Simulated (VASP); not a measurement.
# W (Cccm) in VASP: single point with PBEsol

Aim: the single point of W with PBEsol.

All numbers are computed with VASP 6.6.1; they aren't measurements. Logs are shortened: lines on timing, memory, paths and dates and some standing lists are left out, and cuts for length are marked.

### 1 The cell of the first run

The structure is orthorhombic, space group Cccm (No. 66). The conventional cell has a = 7.090 Å, b = 7.143 Å, c = 5.032 Å, α = 90.00°, β = 90.00°, γ = 90.00°. Within 3.7 Å of W (site symmetry 2/m) lie 12 W at 2.80 to 2.82 Å. Within 3.3 Å of W (site symmetry m) lie 14 W at 2.52 to 3.09 Å. W (site symmetry 222) has 14 W at 2.52 to 3.09 Å within 3.3 Å.

### 2 Single point, PBEsol (strain +0.0075 x Voigt [0, 0, 0, 1, 0, 0])

INCAR reads:

```
PREC = Accurate ; ENCUT = 520
EDIFF = 1E-7 ; ISMEAR = 0
SIGMA = 0.15 ; LREAL = F
LASPH = T ; NELM = 100
ALGO = Fast ; ISIF = 2
LWAVE = F ; LCHARG = F
GGA = PS ; NBANDS = 66
```

KPOINTS reads:

```
regular mesh
0
Gamma
  8 8 8
```

POSCAR reads:

```
W
1.0
    5.0320434147      0.0000000000      0.0000000000
    0.0000000000      5.0320434147      0.0188701628
    0.0000000000      0.0188701628      5.0320434147
W
8
Direct
    0.0000000000      0.0000000000      0.0000000000
    0.5000000000      0.5000000000      0.5000000000
    0.0000000000      0.5000000000      0.2500000000
    0.0000000000      0.5000000000      0.7500000000
    0.2500000000      0.0000000000      0.5000000000
    0.7500000000      0.0000000000      0.5000000000
    0.5000000000      0.7500000000      0.0000000000
    0.5000000000      0.2500000000      0.0000000000
```

Potentials or basis: VASP PAW PBE potentials, release 64 (W_sv).

Started as:

```bash
cat potpaw_PBE.64/W_sv/POTCAR > POTCAR
mpirun -np 1 vasp_std > vasp.out
```

OUTCAR:

```text
PREC = Accurate
   ENCUT = 520
   EDIFF = 1E-7
   ISMEAR = 0
   LREAL = F
   LASPH = T
   NELM = 100
   ISIF = 2
   GGA = PS

 ion  position               nearest neighbor table
   1  0.000  0.000  0.000-   4 2.80   3 2.80   8 2.81   7 2.81   7 2.81   8 2.81   6 2.81   5 2.81
                             6 2.81   5 2.81   3 2.82   4 2.82
   2  0.500  0.500  0.500-   8 2.80   7 2.80   3 2.81   4 2.81   3 2.81   4 2.81   5 2.81   6 2.81
                             5 2.81   6 2.81   7 2.82   8 2.82
   3  0.000  0.500  0.250-   4 2.52   4 2.52   1 2.80   2 2.81   2 2.81   1 2.82   6 3.07   5 3.07
                             7 3.08   7 3.08   8 3.09   8 3.09   6 3.09   5 3.09
   4  0.000  0.500  0.750-   3 2.52   3 2.52   1 2.80   2 2.81   2 2.81   1 2.82   6 3.07   5 3.07
                             8 3.08   8 3.08   7 3.09   7 3.09   6 3.09   5 3.09
   5  0.250  0.000  0.500-   6 2.52   6 2.52   1 2.81   1 2.81   2 2.81   2 2.81   8 3.07   7 3.07
                             4 3.07   3 3.07   4 3.09   3 3.09   7 3.09   8 3.09
   6  0.750  0.000  0.500-   5 2.52   5 2.52   1 2.81   1 2.81   2 2.81   2 2.81   8 3.07   7 3.07
                             4 3.07   3 3.07   4 3.09   3 3.09   7 3.09   8 3.09
   7  0.500  0.750  0.000-   8 2.52   8 2.52   2 2.80   1 2.81   1 2.81   2 2.82   5 3.07   6 3.07
                             3 3.08   3 3.08   4 3.09   4 3.09   5 3.09   6 3.09
   8  0.500  0.250  0.000-   7 2.52   7 2.52   2 2.80   1 2.81   1 2.81   2 2.82   5 3.07   6 3.07
                             4 3.08   4 3.08   3 3.09   3 3.09   5 3.09   6 3.09

  LATTYP: Found a base centered orthorhombic cell.
 ALAT       =     7.0896976034
 B/A-ratio  =     1.0075282309
 C/A-ratio  =     0.7097684127

  Lattice vectors:

 A1 = (   0.0000000000,  -0.0188701628,  -5.0320434147)
 A2 = (   0.0000000000,   5.0320434147,   0.0188701628)
 A3 = (   5.0320434147,   0.0000000000,   0.0000000000)

Analysis of symmetry for initial positions (statically):
=====================================================================
 Subroutine PRICEL returns:
 Original cell was already a primitive cell.

 Routine SETGRP: Setting up the symmetry group for a
 base centered orthorhombic supercell.

 Subroutine GETGRP returns: Found  8 space group operations
 (whereof  4 operations were pure point group operations)
 out of a pool of  8 trial point group operations.

The static configuration has the point symmetry C_2h.
 The point group associated with its full space group is D_2h.

Analysis of symmetry for dynamics (positions and initial velocities):
=====================================================================
 Subroutine PRICEL returns:
 Original cell was already a primitive cell.

 Routine SETGRP: Setting up the symmetry group for a
 base centered orthorhombic supercell.

 Subroutine GETGRP returns: Found  8 space group operations
 (whereof  4 operations were pure point group operations)
 out of a pool of  8 trial point group operations.

The dynamic configuration has the point symmetry C_2h.
 The point group associated with its full space group is D_2h.

 Subroutine INISYM returns: Found  8 space group operations
 (whereof  4 operations are pure point group operations),
 and found     1 'primitive' translations

----------------------------------------------------------------------------------------

                                     Primitive cell

  volume of cell :     127.4169

  direct lattice vectors                    reciprocal lattice vectors
     5.032043415  0.000000000  0.000000000     0.198726425  0.000000000  0.000000000
     0.000000000  5.032043415  0.018870163     0.000000000  0.198729220 -0.000745235
     0.000000000  0.018870163  5.032043415     0.000000000 -0.000745235  0.198729220

  length of vectors
     5.032043415  5.032078796  5.032078796     0.198726425  0.198730617  0.198730617

  position of ions in fractional coordinates (direct lattice)
     0.000000000  0.000000000  0.000000000
     0.500000000  0.500000000  0.500000000
     0.000000000  0.500000000  0.250000000
     0.000000000  0.500000000  0.750000000
     0.250000000  0.000000000  0.500000000
     0.750000000  0.000000000  0.500000000
     0.500000000  0.750000000  0.000000000
     0.500000000  0.250000000  0.000000000

  ion indices of the primitive-cell ions
   primitive index   ion index
                 1           1
                 2           2
                 3           3
                 4           4
                 5           5
                 6           6
                 7           7
                 8           8

----------------------------------------------------------------------------------------

 KPOINTS: regular mesh

Automatic generation of k-mesh.
 Grid dimensions read from file:
 generate k-points for:    8    8    8

 Generating k-lattice:

  Cartesian coordinates                     Fractional coordinates (reciprocal lattice)
     0.024840803  0.000000000  0.000000000     0.125000000  0.000000000  0.000000000
     0.000000000  0.024841152 -0.000093154     0.000000000  0.125000000  0.000000000
     0.000000000 -0.000093154  0.024841152     0.000000000  0.000000000  0.125000000

  Length of vectors
     0.024840803  0.024841327  0.024841327

  Shift w.r.t. Gamma in fractional coordinates (k-lattice)
     0.000000000  0.000000000  0.000000000

 Subroutine IBZKPT returns following result:
 ===========================================

 Found    105 irreducible k-points:

 Following reciprocal coordinates:
            Coordinates               Weight
  0.000000  0.000000  0.000000      1.000000
  0.125000  0.000000  0.000000      2.000000
  0.250000  0.000000  0.000000      2.000000
  0.375000  0.000000  0.000000      2.000000
  0.500000  0.000000  0.000000      1.000000
  0.000000  0.125000  0.000000      4.000000
[... 16 lines left out ...]
  0.250000  0.500000  0.000000      4.000000
  0.375000  0.500000  0.000000      4.000000
 [... further k-points ...]
   k-points           NKPTS =    105   k-points in BZ     NKDIM =    105   number of bands    NBANDS=     66
   number of dos      NEDOS =    301   number of ions     NIONS =      8
   total plane-waves  NPLWV =  64000
   dimension x,y,z NGX =    40 NGY =   40 NGZ =   40
   dimension x,y,z NGXF=    80 NGYF=   80 NGZF=   80
   ions per type =               8
   NGX,Y,Z   is equivalent  to a cutoff of  13.21, 13.21, 13.21 a.u.
   NGXF,Y,Z  is equivalent  to a cutoff of  26.43, 26.43, 26.43 a.u.
 SYSTEM =  unknown system
   PREC   = accura    normal or accurate (medium, high low for compatibility)
   ISTART =      0    job   : 0-new  1-cont  2-samecut
   ICHARG =      2    charge: 1-file 2-atom 10-const
   ISPIN  =      1    spin polarized calculation?
   LNONCOLLINEAR =      F non collinear calculations
   LSORBIT =      F    spin-orbit coupling
   LASPH  =      T    aspherical Exc in radial PAW
   ENCUT  =  520.0 eV  38.22 Ry    6.18 a.u.   9.36  9.36  9.36*2*pi/ulx,y,z
   NELM   =    100;   NELMIN=  2; NELMDL= -5     # of ELM steps
   EDIFF  = 0.1E-06   stopping-criterion for ELM
   LREAL  =      F    real-space projection
   EDIFFG = 0.1E-05   stopping-criterion for IOM
   NSW    =      0    number of steps for IOM
   IBRION =     -1    ionic relax: 0-MD 1-quasi-New 2-CG
   NFREE  =      0    steps in history (QN), initial steepest desc. (CG)
   ISIF   =      2    stress and relaxation
   ISYM   =      2    0-nonsym 1-usesym 2-fastsym
   POTIM  = 0.5000    time-step for ionic-motion
   TEBEG  =    0.0;   TEEND  =   0.0 temperature during run
   PSTRESS=    0.0 pullay stress
   NELECT =     112.0000    total number of electrons
   NUPDOWN=      -1.0000    fix difference up-down
   EMIN   =  10.00;   EMAX   =-10.00  energy-range for DOS
   EFERMI =   0.00;   METHOD = LEGACY
   ISMEAR =     0;   SIGMA  =   0.15  broadening in eV -4-tet -1-fermi 0-gaus
   EFERMI_NEDOS =   21; number of points for ismear=-14 and -15
   IALGO  =     68    algorithm
   IMIX   =      4    mixing-type and parameters
     AMIX     =   0.40;   BMIX     =  1.00
     AMIX_MAG =   1.60;   BMIX_MAG =  1.00
  volume/ion in A,a.u.               =      15.93       107.48
  Fermi-wavevector in a.u.,A,eV,Ry     =   1.568213  2.963494 33.460716  2.459293
  Thomas-Fermi vector in A             =   2.670278
   LORBIT       =      0    0 simple, 1 ext, 2 COOP (PROOUT), +10 PAW based schemes
   GGA     = PS    functional components
   LHFCALC =     F    Hartree Fock is set to
   AEXX    =    0.0000 exact exchange contribution
   IVDW    =     0    specifies the selected vdW correction
   LEPSILON=     F    determine dielectric tensor
   LRPA    =     F    only Hartree local field effects (RPA)
 non-spin polarized calculation
 RMM-DIIS sequential band-by-band and
 Gauss-broadening in eV      SIGMA  =   0.15
  energy-cutoff  :      520.00
  volume of cell :      127.42
 maximum number of plane-waves:      3462
 NGX is ok and might be reduce to    40
   NGX = 19   NGY = 19   NGZ = 19

 number of electron     111.9999961 magnetization

 Free energy of the ion-electron system (eV)
  ---------------------------------------------------
  ext. energy  EPLUGINS =         0.00000000
  ---------------------------------------------------
  free energy    TOTEN  =      -109.68838287 eV

  energy without entropy =     -109.66426456  energy(sigma->0) =     -109.67632372

 E-fermi :  10.9761     XC(G=0): -13.7195

 val. band max:       10.9309964674   @ k =   0.1250   0.3750   0.3750
 cond. band min:      10.9782650726   @ k =   0.0000   0.1250   0.1250
 fundamental gap:      0.0472686052
 Fermi energy:        10.9761261942

 k-point     1 :       0.0000    0.0000    0.0000
  band No.  band energies     occupation
      1     -63.0018      2.00000
      2     -62.9512      2.00000
      3     -62.9511      2.00000
      4     -62.8010      2.00000
      5     -62.8006      2.00000
      6     -62.8006      2.00000
[... 58 lines left out ...]
     65      12.8461      0.00000
     66      13.9912      0.00000

 k-point     2 :       0.1250    0.0000    0.0000
  band No.  band energies     occupation
      1     -62.9982      2.00000
      2     -62.9523      2.00000
      3     -62.9469      2.00000
      4     -62.8071      2.00000
      5     -62.8010      2.00000
      6     -62.8006      2.00000
[... 1576 lines left out ...]
     65      13.4358      0.00000
     66      14.0169      0.00000

 [... further k-points ...]

------------------------ aborting loop because EDIFF is reached ----------------------------------------

  FORCE on cell =-STRESS in cart. coord.  units (eV):
  Direction    XX          YY          ZZ          XY          YZ          ZX
  --------------------------------------------------------------------------------------
  -------------------------------------------------------------------------------------
  Total        0.5960912      0.6070956      0.6070956      0.0000000     -0.6249396      0.0000000
  in kB        7.4954255      7.6337981      7.6337981      0.0000000     -7.8581736      0.0000000
  external PRESSURE =       7.5876739 kB  Pullay stress =       0.0000000 kB

 VOLUME and BASIS-vectors are now :
 -----------------------------------------------------------------------------
  energy-cutoff  :      520.00
  volume of cell :      127.42
      direct lattice vectors                 reciprocal lattice vectors
     5.032043415  0.000000000  0.000000000     0.198726425  0.000000000  0.000000000
     0.000000000  5.032043415  0.018870163     0.000000000  0.198729220 -0.000745235
     0.000000000  0.018870163  5.032043415     0.000000000 -0.000745235  0.198729220

 POSITION                                       TOTAL-FORCE (eV/Angst)
 -----------------------------------------------------------------------------------
      0.00000      0.00000      0.00000         0.000000      0.000000      0.000000
      2.51602      2.52546      2.52546         0.000000     -0.000000      0.000000
      0.00000      2.52074      1.26745         0.000000      0.004009      0.000244
      0.00000      2.53017      3.78347         0.000000     -0.004009     -0.000244
      1.25801      0.00944      2.51602         0.000000     -0.000000     -0.000000
      3.77403      0.00944      2.51602         0.000000      0.000000     -0.000000
      2.51602      3.77403      0.01415         0.000000      0.000244      0.004009
      2.51602      1.25801      0.00472         0.000000     -0.000244     -0.004009
 -----------------------------------------------------------------------------------
    total drift:                               -0.000000     -0.000000      0.000000

  FREE ENERGIE OF THE ION-ELECTRON SYSTEM (eV)
  ---------------------------------------------------
  free  energy   TOTEN  =      -109.6883828719 eV

  energy  without entropy=     -109.6642645637  energy(sigma->0) =     -109.67632372
```

Run time: 19 min. Hardware: 1 thread of Intel Xeon 8259CL, shared host; peak memory 0.62 GiB.

What came out:

* Free energy: -109.6884 eV
* Pressure: 0.8 GPa
* Largest force: 0.004 eV/Å
* Band gap on the k mesh: zero (bands 56 and 57 overlap by 0.92 eV)

Forces on the atoms (eV/Å):
```
W    0.000  0.000  0.000
W    0.000  0.000  0.000
W    0.000  0.004  0.000
W    0.000 -0.004  0.000
W    0.000  0.000  0.000
W    0.000  0.000  0.000
W    0.000  0.000  0.004
W    0.000  0.000 -0.004
```

Caveat: the cell differs from its parent crystal (strain +0.0075 x Voigt [0, 0, 0, 1, 0, 0]); the PAW data sets were made with another functional, which shifts forces and pressure a little; spin-orbit coupling is left out, which moves the levels of the heavy elements.

The gap in the log of VASP goes by the Fermi energy; the results here count the filled bands.